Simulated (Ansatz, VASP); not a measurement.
**One calculation of NbH, two programs**

File POSCAR:

```
NbH
1.0
   -1.5515066834      1.5515066834      1.9158215514
    1.5515066834     -1.5515066834      1.9158215514
    1.5515066834      1.5515066834     -1.9158215514
Nb H
1 1
Direct
    0.0000000000      0.0000000000      0.0000000000
    0.5000000000      0.5000000000      0.0000000000
```

INCAR.step1

```
PREC = Accurate
ENCUT = 520
ISMEAR = -1
SIGMA = 0.1
LREAL = F
LASPH = T
NELM = 60
NBANDS = 14
GGA = PE
ALGO = Normal
EDIFF = 1E-4
LWAVE = T
LCHARG = F
```

File INCAR.step2:

```
PREC = Accurate
ENCUT = 520
EDIFF = 1E-6
ISMEAR = -1
SIGMA = 0.1
LREAL = F
LASPH = T
NELM = 60
ALGO = Normal
ISIF = 2
LWAVE = F
LCHARG = F
METAGGA = R2SCAN
LMIXTAU = T
NBANDS = 14
ISTART = 1
```

File KPOINTS:

```
Automatic mesh
0
Gamma
  10 10 10
```

Input for Ansatz:

```yaml
crystal:
  lattice:
    - [-1.5515066834434013, 1.5515066834434013, 1.9158215513623358]
    - [1.5515066834434013, -1.5515066834434013, 1.9158215513623358]
    - [1.5515066834434013, 1.5515066834434013, -1.9158215513623358]
  atoms:
    - { symbol: Nb, position: [0.0, 0.0, 0.0] }
    - { symbol: H, position: [0.5, 0.5, 0.0] }
basis:
  ecutwfc: 600.0
kpoints:
  mp_grid:
    grid: [10, 10, 10]
hamiltonian:
  xc: r2scan
  pseudopotentials:
    kind: paw
scf:
  occupations:
    method: fermi_dirac
    width: 0.1
output:
  stress: true
```

Alike in both runs: task single point; functional r2SCAN; k mesh 10 × 10 × 10; occupations fermi-dirac, width 0.1 eV; no spin polarisation.

|  | VASP | Ansatz |
| --- | --- | --- |
| version | VASP 6.6.1 | Ansatz 0.2.0 |
| potentials or method | VASP PAW PBE potentials, release 64 (Nb_sv, H), cutoff 520 eV | plane waves, PAW |
| valence electrons in the cell | 14 | 14 |

|  | VASP | Ansatz | Ansatz less VASP |
| --- | --- | --- | --- |
| pressure (GPa) | 19.9 | 20.3 | +0.36 |
| traceless stress, the component that is largest in VASP (GPa) | 0.22 | 0.15 | -0.074 |

VASP's potentials were made for PBE, not for r2SCAN.
